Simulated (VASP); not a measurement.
# CuO (F-43m) in VASP: a series of runs

Runs on CuO. Level: r2SCAN. Tasks: single point.

Program: VASP 6.6.1. These are calculated values, not measurements. Logs are shortened: lines on timing, memory, paths and dates and some standing lists are left out, and cuts for length are marked.

**1. The cell of the first run**

Symmetry: F-43m, No. 216, cubic system. Conventional cell: a = 4.568 Å, b = 4.568 Å, c = 4.568 Å, α = 90.00°, β = 90.00°, γ = 90.00°. Cu (site symmetry -43m) has 4 O at 1.98 Å within 2.6 Å. Within 2.6 Å of O (site symmetry -43m) lie 4 Cu at 1.98 Å.

**2. Single point, r2SCAN, collinear spin**

POSCAR

```
CuO
1.0
    2.2839322700      2.2839322700      0.0000000000
   -2.2839322700      2.2839322700      0.0000000000
    0.0000000000      0.0000000000      4.5678645500
Cu O
2 2
Direct
    0.0000000000      0.0000000000      0.0000000000
    0.5000000000      0.5000000000      0.5000000000
    0.5000000000      0.0000000000      0.2500000000
    0.0000000000      0.5000000000      0.7500000000
```

INCAR.step1

```
SYSTEM = CuO
ALGO     = Normal         ! electronic algorithm
EDIFF    = 1E-5           ! SCF threshold, eV
ENCUT    = 660            ! plane-wave cutoff, eV
GGA      = PE             ! functional
GGA_COMPAT= .False.      
ISMEAR   = -1             ! smearing method
ISPIN    = 2              ! spin polarisation
LASPH    = .True.         ! aspherical terms in the spheres
LCHARG   = .False.        ! write CHGCAR
LMAXMIX  = 4              ! l up to which the mixer works
LREAL    = .False.        ! projectors in reciprocal space
LWAVE    = .True.         ! write WAVECAR
MAGMOM   = 1 1 0 0        ! initial moments
NBANDS   = 29             ! bands
NELM     = 200            ! most SCF steps
PREC     = Accurate       ! precision mode
SIGMA    = 0.1            ! smearing width, eV
```

INCAR.step2

```
SYSTEM = CuO
ALGO     = Normal         ! electronic algorithm
EDIFF    = 1E-6           ! SCF threshold, eV
ENCUT    = 660            ! plane-wave cutoff, eV
GGA_COMPAT= .False.      
ISIF     = 2              ! what is computed and relaxed
ISMEAR   = -1             ! smearing method
ISPIN    = 2              ! spin polarisation
ISTART   = 1            
LASPH    = .True.         ! aspherical terms in the spheres
LCHARG   = .False.        ! write CHGCAR
LMAXMIX  = 4              ! l up to which the mixer works
LMIXTAU  = .True.       
LORBIT   = 11             ! projections on sites
LREAL    = .False.        ! projectors in reciprocal space
LWAVE    = .False.        ! write WAVECAR
MAGMOM   = 1 1 0 0        ! initial moments
METAGGA  = R2SCAN         ! meta-GGA
NBANDS   = 29             ! bands
NELM     = 200            ! most SCF steps
PREC     = Accurate       ! precision mode
SIGMA    = 0.1            ! smearing width, eV
```

KPOINTS

```
k-points
0
Gamma
  7 7 5
  0 0 0
```

Potentials or basis: VASP PAW PBE potentials, release 64 (Cu, O).

The run is started by

```sh
cat potpaw_PBE.64/Cu/POTCAR potpaw_PBE.64/O/POTCAR > POTCAR
cp INCAR.step1 INCAR
mpirun -np 1 vasp_std > vasp.out
cp INCAR.step2 INCAR
mpirun -np 1 vasp_std > vasp.out
```

OUTCAR:

```text
SYSTEM = CuO
   EDIFF = 1E-6
   ENCUT = 660
   ISIF = 2
   ISMEAR = -1
   ISPIN = 2
   ISTART = 1
   LASPH = .True.
   LORBIT = 11
   LREAL = .False.
   METAGGA = R2SCAN
   NELM = 200
   PREC = Accurate

 ion  position               nearest neighbor table
   1  0.000  0.000  0.000-   3 1.98   4 1.98   4 1.98   3 1.98
   2  0.500  0.500  0.500-   3 1.98   4 1.98   3 1.98   4 1.98
   3  0.500  0.000  0.250-   1 1.98   2 1.98   2 1.98   1 1.98
   4  0.000  0.500  0.750-   1 1.98   2 1.98   1 1.98   2 1.98

  LATTYP: Found a simple tetragonal cell.
 ALAT       =     3.2299679918
 C/A-ratio  =     1.4142135655

  Lattice vectors:

 A1 = (   2.2839322700,   2.2839322700,   0.0000000000)
 A2 = (  -2.2839322700,   2.2839322700,   0.0000000000)
 A3 = (   0.0000000000,   0.0000000000,   4.5678645500)

Analysis of symmetry for initial positions (statically):
=====================================================================
 Subroutine PRICEL returns following result:

  LATTYP: Found a face centered cubic cell.
 ALAT       =     4.5678645450
[... 12 lines left out ...]
 Subroutine GETGRP returns: Found  8 space group operations
 (whereof  8 operations were pure point group operations)
 out of a pool of 16 trial point group operations.

The static configuration has the point symmetry D_2d.

Analysis of symmetry for dynamics (positions and initial velocities):
=====================================================================
 Subroutine PRICEL returns following result:

  LATTYP: Found a face centered cubic cell.
 ALAT       =     4.5678645450
[... 12 lines left out ...]
 Subroutine GETGRP returns: Found  8 space group operations
 (whereof  8 operations were pure point group operations)
 out of a pool of 16 trial point group operations.

The dynamic configuration has the point symmetry D_2d.

Analysis of structural, dynamic, and magnetic symmetry:
=====================================================================
 Subroutine PRICEL returns following result:

  LATTYP: Found a face centered cubic cell.
 ALAT       =     4.5678645450
[... 12 lines left out ...]
 Subroutine GETGRP returns: Found  8 space group operations
 (whereof  8 operations were pure point group operations)
 out of a pool of 16 trial point group operations.

The overall configuration has the point symmetry D_2d.

 Subroutine INISYM returns: Found  8 space group operations
 (whereof  8 operations are pure point group operations),
 and found     2 'primitive' translations

----------------------------------------------------------------------------------------

                                     Primitive cell

  volume of cell :      23.8276

  direct lattice vectors                    reciprocal lattice vectors
     0.000000000 -2.283932270 -2.283932275    -0.218920678 -0.218920678 -0.218920677
     2.283932270  0.000000000 -2.283932275     0.218920678  0.218920678 -0.218920677
     2.283932270 -2.283932270 -0.000000000     0.218920678 -0.218920678  0.218920677

  length of vectors
     3.229967995  3.229967995  3.229967992     0.379181736  0.379181736  0.379181736

  position of ions in fractional coordinates (direct lattice)
     0.000000000  0.000000000  0.000000000
     0.250000000  0.250000000  0.250000000

  ion indices of the primitive-cell ions
   primitive index   ion index
                 1           1
                 2           3

----------------------------------------------------------------------------------------

 KPOINTS: k-points

Automatic generation of k-mesh.
 Grid dimensions read from file:
 generate k-points for:    7    7    5

 Generating k-lattice:

  Cartesian coordinates                     Fractional coordinates (reciprocal lattice)
     0.031274383  0.031274383  0.000000000     0.142857143  0.000000000  0.000000000
    -0.031274383  0.031274383  0.000000000     0.000000000  0.142857143  0.000000000
     0.000000000  0.000000000  0.043784135     0.000000000  0.000000000  0.200000000

  Length of vectors
     0.044228656  0.044228656  0.043784135

  Shift w.r.t. Gamma in fractional coordinates (k-lattice)
     0.000000000  0.000000000  0.000000000

 Subroutine IBZKPT returns following result:
 ===========================================

 Found     30 irreducible k-points:

 Following reciprocal coordinates:
            Coordinates               Weight
  0.000000  0.000000  0.000000      1.000000
  0.142857  0.000000  0.000000      4.000000
  0.285714  0.000000  0.000000      4.000000
  0.428571  0.000000  0.000000      4.000000
  0.142857  0.142857  0.000000      4.000000
  0.285714  0.142857  0.000000      8.000000
[... 16 lines left out ...]
  0.285714  0.000000  0.400000      8.000000
  0.428571  0.000000  0.400000      8.000000
 [... further k-points ...]
   k-points           NKPTS =     30   k-points in BZ     NKDIM =     30   number of bands    NBANDS=     29
   number of dos      NEDOS =    301   number of ions     NIONS =      4
   total plane-waves  NPLWV =  31360
   dimension x,y,z NGX =    28 NGY =   28 NGZ =   40
   dimension x,y,z NGXF=    56 NGYF=   56 NGZF=   80
   ions per type =               2   2
   NGX,Y,Z   is equivalent  to a cutoff of  14.41, 14.41, 14.56 a.u.
   NGXF,Y,Z  is equivalent  to a cutoff of  28.82, 28.82, 29.12 a.u.
 SYSTEM =  CuO
   PREC   = accura    normal or accurate (medium, high low for compatibility)
   ISTART =      1    job   : 0-new  1-cont  2-samecut
   ICHARG =      0    charge: 1-file 2-atom 10-const
   ISPIN  =      2    spin polarized calculation?
   LNONCOLLINEAR =      F non collinear calculations
   LSORBIT =      F    spin-orbit coupling
   LASPH  =      T    aspherical Exc in radial PAW
   ENCUT  =  660.0 eV  48.51 Ry    6.96 a.u.   6.77  6.77  9.57*2*pi/ulx,y,z
   NELM   =    200;   NELMIN=  2; NELMDL=  0     # of ELM steps
   EDIFF  = 0.1E-05   stopping-criterion for ELM
   LREAL  =      F    real-space projection
   EDIFFG = 0.1E-04   stopping-criterion for IOM
   NSW    =      0    number of steps for IOM
   IBRION =     -1    ionic relax: 0-MD 1-quasi-New 2-CG
   NFREE  =      0    steps in history (QN), initial steepest desc. (CG)
   ISIF   =      2    stress and relaxation
   ISYM   =      2    0-nonsym 1-usesym 2-fastsym
   POTIM  = 0.5000    time-step for ionic-motion
   TEBEG  =    0.0;   TEEND  =   0.0 temperature during run
   PSTRESS=    0.0 pullay stress
   NELECT =      34.0000    total number of electrons
   NUPDOWN=      -1.0000    fix difference up-down
   EMIN   =  10.00;   EMAX   =-10.00  energy-range for DOS
   EFERMI =   0.00;   METHOD = LEGACY
   ISMEAR =    -1;   SIGMA  =   0.10  broadening in eV -4-tet -1-fermi 0-gaus
   EFERMI_NEDOS =   21; number of points for ismear=-14 and -15
   IALGO  =     38    algorithm
   IMIX   =      4    mixing-type and parameters
     AMIX     =   0.40;   BMIX     =  1.00
     AMIX_MAG =   1.60;   BMIX_MAG =  1.00
  volume/ion in A,a.u.               =      11.91        80.40
  Fermi-wavevector in a.u.,A,eV,Ry     =   1.462844  2.764374 29.115265  2.139912
  Thomas-Fermi vector in A             =   2.579009
   LORBIT       =     11    0 simple, 1 ext, 2 COOP (PROOUT), +10 PAW based schemes
   METAGGA = R2SCAN    functional components
   LHFCALC =     F    Hartree Fock is set to
   AEXX    =    0.0000 exact exchange contribution
   IVDW    =     0    specifies the selected vdW correction
   LEPSILON=     F    determine dielectric tensor
   LRPA    =     F    only Hartree local field effects (RPA)
 spin polarized calculation
  energy-cutoff  :      660.00
  volume of cell :       47.66
 maximum number of plane-waves:      1875
 NGX is ok and might be reduce to    28
   NGX = 13   NGY = 13   NGZ = 19

 number of electron      34.0000018 magnetization      -0.0026371

 Free energy of the ion-electron system (eV)
  ---------------------------------------------------
  ext. energy  EPLUGINS =         0.00000000
  ---------------------------------------------------
  free energy    TOTEN  =       -35.75884147 eV

  energy without entropy =      -35.60580232  energy(sigma->0) =      -35.68232190

 E-fermi :   3.4141     XC(G=0): -11.5545

 val. band max:        3.4090014814   @ k =   0.4286   0.1429   0.0000
 cond. band min:       3.4226234048   @ k =   0.2857   0.2857   0.4000
 fundamental gap:      0.0136219234
 Fermi energy:         3.4140855292

 spin component 1

 k-point     1 :       0.0000    0.0000    0.0000
  band No.  band energies     occupation
      1     -16.3490      1.00000
      2     -15.5888      1.00000
      3      -2.6146      1.00000
      4      -1.4632      1.00000
      5      -1.4632      1.00000
      6      -1.4624      1.00000
[... 757 lines left out ...]
     28      22.4305      0.00000
     29      25.0868      0.00000

 [... further k-points ...]

 spin component 2

 k-point     1 :       0.0000    0.0000    0.0000
  band No.  band energies     occupation
      1     -16.3499      1.00000
      2     -15.5898      1.00000
      3      -2.6152      1.00000
      4      -1.4643      1.00000
      5      -1.4643      1.00000
      6      -1.4635      1.00000
[... 757 lines left out ...]
     28      22.4303      0.00000
     29      25.0865      0.00000

 [... further k-points ...]

------------------------ aborting loop because EDIFF is reached ----------------------------------------

  FORCE on cell =-STRESS in cart. coord.  units (eV):
  Direction    XX          YY          ZZ          XY          YZ          ZX
  --------------------------------------------------------------------------------------
  -------------------------------------------------------------------------------------
  Total       -2.6253861     -2.6253861     -2.5998365      0.0000000      0.0000000      0.0000000
  in kB      -88.2661364    -88.2661364    -87.4071503      0.0000000      0.0000000      0.0000000
  external PRESSURE =     -87.9798077 kB  Pullay stress =       0.0000000 kB

 VOLUME and BASIS-vectors are now :
 -----------------------------------------------------------------------------
  energy-cutoff  :      660.00
  volume of cell :       47.66
      direct lattice vectors                 reciprocal lattice vectors
     2.283932270  2.283932270  0.000000000     0.218920678  0.218920678  0.000000000
    -2.283932270  2.283932270  0.000000000    -0.218920678  0.218920678  0.000000000
     0.000000000  0.000000000  4.567864550     0.000000000  0.000000000  0.218920677

 POSITION                                       TOTAL-FORCE (eV/Angst)
 -----------------------------------------------------------------------------------
      0.00000      0.00000      0.00000        -0.000000     -0.000000     -0.000000
      0.00000      2.28393      2.28393         0.000000     -0.000000      0.000000
      1.14197      1.14197      1.14197         0.000000      0.000000      0.000000
     -1.14197      1.14197      3.42590         0.000000      0.000000      0.000000
 -----------------------------------------------------------------------------------
    total drift:                               -0.000000      0.000000      0.000000

  FREE ENERGIE OF THE ION-ELECTRON SYSTEM (eV)
  ---------------------------------------------------
  free  energy   TOTEN  =       -35.7588414739 eV

  energy  without entropy=      -35.6058023246  energy(sigma->0) =      -35.68232190

 total charge

# of ion       s       p       d       tot
------------------------------------------
    1        0.341   0.391   9.121   9.853
    2        0.341   0.391   9.121   9.853
    3        1.563   3.392   0.000   4.955
    4        1.563   3.392   0.000   4.955
--------------------------------------------------
tot          3.807   7.566  18.242  29.616

 magnetization (x)

# of ion       s       p       d       tot
------------------------------------------
    1        0.000  -0.000  -0.001  -0.001
    2        0.000  -0.000  -0.001  -0.001
    3       -0.000  -0.001   0.000  -0.001
    4       -0.000  -0.001   0.000  -0.001
--------------------------------------------------
tot         -0.000  -0.001  -0.002  -0.003
```

It took 11 min on 1 thread of Oxide Virtual Turin-like, shared host; peak memory 0.22 GiB.

What came out:

```yaml
Free_energy: -35.7588 eV
Pressure: -8.8 GPa
Band_gap_on_the_k_mesh: zero (filled and empty bands overlap)
Net_moment: 0.00 μB per cell
Valence_electrons_inside_the_program's_atomic_spheres: Cu 9.85; O 4.96
```

Caveat: the cell stands under tension; the PAW data sets were made with another functional, which shifts forces and pressure a little; semilocal functionals often make such compounds metallic where correlation or magnetic order opens a gap, which also shifts bond lengths.

**3. Single point, r2SCAN, collinear spin**

POSCAR is that of step 2.

INCAR.step1

```
  PREC = Accurate
  ENCUT = 660
  ISMEAR = -1
  SIGMA = 0.1
  LREAL = False
  LASPH = True
  NELM = 200
  ISPIN = 2
  MAGMOM = 1 -1 0 0
  LMAXMIX = 4
  NBANDS = 29
  GGA = PE
  ALGO = Normal
  EDIFF = 1E-5
  LWAVE = True
  LCHARG = False
  GGA_COMPAT = False
```

INCAR.step2

```
  PREC = Accurate
  ENCUT = 660
  EDIFF = 1E-6
  ISMEAR = -1
  SIGMA = 0.1
  LREAL = False
  LASPH = True
  NELM = 200
  ALGO = Normal
  ISIF = 2
  LWAVE = False
  LCHARG = False
  ISPIN = 2
  MAGMOM = 1 -1 0 0
  LORBIT = 11
  LMAXMIX = 4
  METAGGA = R2SCAN
  LMIXTAU = True
  NBANDS = 29
  ISTART = 1
  GGA_COMPAT = False
```

KPOINTS

```
regular mesh
0
Gamma
  7 7 5
```

Potentials or basis: VASP PAW PBE potentials, release 64 (Cu, O).

The run is started by

```sh
cat potpaw_PBE.64/Cu/POTCAR potpaw_PBE.64/O/POTCAR > POTCAR
cp INCAR.step1 INCAR
mpirun -np 1 vasp_std > vasp.out
cp INCAR.step2 INCAR
mpirun -np 1 vasp_std > vasp.out
```

It took 10 min on 1 thread of Oxide Virtual Turin-like, shared host; peak memory 0.22 GiB.

It converged, with:

* Free energy: -35.7588 eV
* Pressure: -8.7 GPa
* Band gap on the k mesh: zero (filled and empty bands overlap)
* Net moment: 0.00 μB per cell
* Valence electrons inside the program's atomic spheres: Cu 9.85; O 4.96

Stress tensor (GPa, compression positive):
```
-8.77  0.00  0.00
 0.00 -8.77  0.00
 0.00  0.00 -8.69
```

Levels at points of the mesh, in eV from the Fermi level:
Spin up:
```tsv
k point	band 13	band 14	band 15	band 16	band 17	band 18	band 19	band 20	band 21	band 22
(0.00, 0.00, 0.00)	-1.43	-1.13	-1.13	0.77	0.77	0.78	1.29	6.22	10.46	11.90
```
Spin down:
```
           k point  band 15  band 16  band 17  band 18  band 19  band 20
(0.00, 0.00, 0.00)    -1.13     0.77     0.77     0.78     1.29     6.22
```

Caveat: the cell stands under tension; the PAW data sets were made with another functional, which shifts forces and pressure a little; semilocal functionals often make such compounds metallic where correlation or magnetic order opens a gap, which also shifts bond lengths. With open d or f shells a metallic result of r2SCAN can be an artefact of self-interaction; +U or a hybrid may open a gap.
